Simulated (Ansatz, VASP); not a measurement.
**One calculation of O, two programs**

```
CELL_PARAMETERS angstrom
10.00000 0.00000 0.00000
0.00000 10.30000 0.00000
0.00000 0.00000 10.60000
ATOMIC_POSITIONS crystal
O 0.50000 0.48544 0.41510
O 0.50000 0.48544 0.52830
```

Alike in both runs: functional LDA; k mesh 1 × 1 × 1; occupations gaussian, width 0.01 eV; collinear spin.

Ansatz relaxed the structure, and its values are those at the end. VASP's run is a single point on that final structure, the one shown.

|  | VASP | Ansatz |
| --- | --- | --- |
| version | VASP 6.6.1 | Ansatz 0.2.0 |
| potentials or method | VASP PAW LDA potentials, release 64 (O) | scalar-relativistic, plane waves, PAW |
| plane-wave cutoff (eV) | 520 | 420 |
| valence electrons in the cell | 12 | 12 |

```tsv
	VASP	Ansatz	Ansatz less VASP
gap on the k mesh at the Fermi level (eV)	1.96	2.04	+0.075
rms of the force components (eV/Å)	1.027	0.001	-1.0261
net moment per atom (μB)	1.00	1.00	0.000
size of the moment on the site where the two differ most (μB)	0.80	0.55	-0.258
```

LDA's correlation is that of Perdew and Zunger in VASP and of Perdew and Wang (1992) in Ansatz. Site moments also hang on the region over which each program counts them. One of these differences is far larger than is usual between the two programs; its cause wasn't traced. Ansatz's warnings: xc potential rough in thin density.

Noted on VASP's run: the standard files for N, O and F lose accuracy on very short bonds.
